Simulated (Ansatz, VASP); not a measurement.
## One calculation of Pb, two programs

File POSCAR:

```
Pb
1.0
    3.4767337338      0.0000000000      0.0000000000
   -1.7383668669      3.0109397357      0.0000000000
    0.0000000000      0.0000000000     11.3398816597
Pb
4
Direct
    0.6666666667      0.3333333333      0.7500000000
    0.0000000000      0.0000000000      0.5000000000
    0.3333333333      0.6666666667      0.2500000000
    0.0000000000      0.0000000000      0.0000000000
```

File INCAR.step1:

```
ALGO = Normal ; EDIFF = 1E-4
ENCUT = 520 ; GGA = PE
ISMEAR = -1 ; LASPH = T
LCHARG = F ; LREAL = F
LWAVE = T ; NBANDS = 36
NELM = 80 ; PREC = Accurate
SIGMA = 0.05
```

The input INCAR.step2:

```
ALGO = Normal ; EDIFF = 1E-7
ENCUT = 520 ; ISIF = 2
ISMEAR = -1 ; ISTART = 1
LASPH = T ; LCHARG = F
LMIXTAU = T ; LREAL = F
LWAVE = F ; METAGGA = R2SCAN
NBANDS = 36 ; NELM = 80
PREC = Accurate ; SIGMA = 0.05
```

KPOINTS

```
k-points
0
Gamma
  9 9 3
```

Contents of input.yaml:

```yaml
crystal:
  lattice:
    - [3.4767337338, 0.0, 0.0]
    - [-1.7383668669, 3.0109397357, 0.0]
    - [0.0, 0.0, 11.3398816597]
  atoms:
    - { symbol: Pb, position: [0.6666666667, 0.3333333333, 0.75] }
    - { symbol: Pb, position: [0.0, 0.0, 0.5] }
    - { symbol: Pb, position: [0.3333333333, 0.6666666667, 0.25] }
    - { symbol: Pb, position: [0.0, 0.0, 0.0] }
hamiltonian:
  xc: r2scan
  pseudopotentials: { kind: paw }
kpoints:
  mp_grid: { grid: [9, 9, 3] }
scf:
  occupations: { method: fermi_dirac, width: 0.05 }
output:
  forces: true
  stress: true
  eigenvalues: true
```

Alike in both runs: task single point; functional r2SCAN; k mesh 9 × 9 × 3; occupations fermi-dirac, width 0.05 eV; no spin polarisation.

|  | VASP | Ansatz |
| --- | --- | --- |
| version | VASP 6.6.1 | Ansatz 0.2.0 |
| potentials or method | VASP PAW PBE potentials, release 64 (Pb_d) | Ansatz PAW |
| plane-wave cutoff (eV) | 520 | 500 |
| valence electrons in the cell | 56 | 56 |

|  | VASP | Ansatz | Ansatz less VASP |
| --- | --- | --- | --- |
| gap on the k mesh at the Fermi level (eV) | none | none | - |
| pressure (GPa) | 2.2 | 2.2 | 0.00 |
| traceless stress, the component that is largest in VASP (GPa) | 0.45 | 0.45 | +0.004 |

VASP's potentials were made for PBE, not for r2SCAN. A gap of «none» marks a metal or a gap that the smearing closes. The functional is the same, so the differences come from potentials, cutoffs and numerics.

Neither program's run includes spin-orbit coupling.
